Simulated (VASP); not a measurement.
AlN:

```xyz
8
Lattice="1.5081 -2.8659 0.0051 -1.4692 0.0286 -4.8745 4.2637 2.7333 0.0260" Properties=species:S:1:pos:R:3 pbc="T T T"
Al    2.2541   -1.7115   -4.4581
Al    3.4836    1.4343   -4.0874
Al    1.4499    0.0388   -1.7621
Al    4.3507   -0.0757   -1.8890
N    -0.1365   -0.2077   -3.0172
N     2.9752    0.1837   -2.9736
N     2.1831   -1.3527   -0.5662
N     3.5362    1.2085   -0.6045
```

```yaml
Program: VASP 6.6.1
Task: relaxation of cell and atoms
Functional: PBE
Potentials_or_basis: VASP PAW PBE potentials, release 64 (Al, N)
Cutoff: 600 eV
k_mesh: 4 × 4 × 4
Occupations: gaussian, width 0.1 eV
Spin: no spin polarisation
```

At the start: pressure 14.3 GPa; volume 9.94 Å³/atom.

**Question.** Where does the relaxation end?

**Answer.** Over 19 steps the energy falls by 403.1 meV/atom and the volume is 9.77 Å³/atom (-1.7 %); space group P1 (No. 1, to 0.1 Å) before, Fdd2 (No. 43, to 0.1 Å).

Step by step:
```csv
step,energy change (eV),largest force (eV/Å),pressure (GPa),volume (Å³)
1,0.0000,8.1399,14.30,79.53
2,-0.5916,4.2302,-13.12,90.05
3,-2.2408,1.9624,-10.01,84.31
4,-2.2457,1.8918,-9.60,84.14
5,-2.8017,1.5820,1.63,78.56
6,-2.8020,1.6028,2.02,78.42
7,-3.0843,1.0500,2.11,77.41
8,-3.0855,1.0055,2.23,77.34
9,-3.1801,0.3412,-1.10,78.44
10,-3.1802,0.3428,-1.17,78.46
11,-3.2121,0.1966,0.55,77.96
12,-3.2129,0.2060,0.89,77.87
13,-3.2204,0.1142,-0.39,78.32
14,-3.2204,0.1126,-0.37,78.32
15,-3.2231,0.0696,-0.07,78.20
16,-3.2235,0.0861,0.09,78.14
17,-3.2244,0.0382,0.02,78.15
18,-3.2245,0.0408,0.01,78.16
19,-3.2247,0.0246,-0.02,78.17
```

Final structure:
```xyz
8
Lattice="1.4368 -2.8206 -0.0031 -1.4223 0.0025 -4.8344 4.2946 2.8144 -0.0121" Properties=species:S:1:pos:R:3 pbc="T T T"
Al    2.1668   -1.4172   -4.2016
Al    3.5944    1.4031   -4.2059
Al    1.4373   -0.0007   -1.7808
Al    4.3042   -0.0013   -1.7893
N     0.0016    0.0027   -3.0605
N     2.8659    0.0005   -3.0682
N     2.1508   -1.4123   -0.6467
N     3.5808    1.4072   -0.6531
```

Caveat: the k points lie up to 0.51 Å⁻¹ apart in the final cell.
